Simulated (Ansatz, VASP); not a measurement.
# One calculation of Rh, two programs

INCAR

```
SYSTEM = Rh
  PREC = Accurate
  ENCUT = 520
  EDIFF = 1E-7
  ISMEAR = 0
  SIGMA = 0.1
  LREAL = .False.
  LASPH = .True.
  NELM = 60
  ALGO = Normal
  ISIF = 2
  LWAVE = .False.
  LCHARG = .True.
  LDIPOL = .True.
  IDIPOL = 3
  DIPOL = 0.5 0.5 0.439
  GGA = PE
  IVDW = 12
  LELF = .True.
  LVHAR = .True.
  LVACPOTAV = .True.
  NBANDS = 102
```

The input KPOINTS:

```
Automatic mesh
0
Gamma
  4 4 1
  0 0 0
```

Contents of POSCAR:

```
Rh
1.0
    5.3647950069      0.0000000000      0.0000000000
   -2.6823975034      4.6460487620      0.0000000000
    0.0000000000      0.0000000000     23.1566367805
Rh
12
Direct
    0.3333333333      0.1666666667      0.3454733119
    0.3333333333      0.6666666667      0.3454733119
    0.8333333333      0.1666666667      0.3454733119
    0.8333333333      0.6666666667      0.3454733119
    0.6652581436      0.3305025479      0.4389925984
    0.6652622459      0.8347099396      0.4389871264
    0.1666684149      0.3333083876      0.4376332951
    0.1694637263      0.8347114476      0.4389887159
    0.0006164169      0.4993562793      0.5303232802
    0.0006115843      0.0011947495      0.5303229282
    0.4987768313      0.4993609141      0.5303250677
    0.5000003672     -0.0000232598      0.5385729242
```

Input for Ansatz:

```yaml
crystal:
  lattice:
    - [5.3647950069, 0.0, 0.0]
    - [-2.6823975034, 4.646048762, 0.0]
    - [0.0, 0.0, 23.1566367805]
  atoms:
    - { symbol: Rh, position: [0.3333333333, 0.1666666667, 0.3454733119] }
    - { symbol: Rh, position: [0.3333333333, 0.6666666667, 0.3454733119] }
    - { symbol: Rh, position: [0.8333333333, 0.1666666667, 0.3454733119] }
    - { symbol: Rh, position: [0.8333333333, 0.6666666667, 0.3454733119] }
    - { symbol: Rh, position: [0.6652581436, 0.3305025479, 0.4389925984] }
    - { symbol: Rh, position: [0.6652622459, 0.8347099396, 0.4389871264] }
    - { symbol: Rh, position: [0.1666684149, 0.3333083876, 0.4376332951] }
    - { symbol: Rh, position: [0.1694637263, 0.8347114476, 0.4389887159] }
    - { symbol: Rh, position: [0.0006164169, 0.4993562793, 0.5303232802] }
    - { symbol: Rh, position: [0.0006115843, 0.0011947495, 0.5303229282] }
    - { symbol: Rh, position: [0.4987768313, 0.4993609141, 0.5303250677] }
    - { symbol: Rh, position: [0.5000003672, -2.32598e-05, 0.5385729242] }
basis:
  ecutwfc: 420
kpoints:
  mp_grid: { grid: [4, 4, 1] }
hamiltonian:
  xc: pbe
  dispersion: d3bj
scf:
  occupations: { method: gaussian, width: 0.1 }
output:
  forces: true
  eigenvalues: true
  write_density: true
  volumetric_format: npy
efield:
  axis: 3
  dipole_correction: true
  ramp_width: 0.04
```

Alike in both runs: task single point; functional PBE; dispersion D3(BJ); k mesh 4 × 4 × 1; occupations gaussian, width 0.1 eV; no spin polarisation.

|  | VASP | Ansatz |
| --- | --- | --- |
| version | VASP 6.6.1 | Ansatz 0.2.0 |
| potentials or method | VASP PAW PBE potentials, release 64 (Rh_pv), cutoff 520 eV | scalar-relativistic, plane waves, PAW |
| valence electrons in the cell | 180 | 204 |

```csv
,VASP,Ansatz,Ansatz less VASP
gap on the k mesh at the Fermi level (eV),none,none,-
rms of the force components (eV/Å),0.200,0.200,+0.0002
"work function, face that differs most (eV)",5.11,5.11,+0.002
```

Atom by atom the forces differ by 0.002 eV/Å (rms over components). A gap of «none» marks a metal or a gap that the smearing closes. VASP's potentials hold 180 valence electrons a cell and Ansatz's 204, so a difference there can come from the potentials and not from the codes. Ansatz's warnings: near symmetry operation missed by atoms.
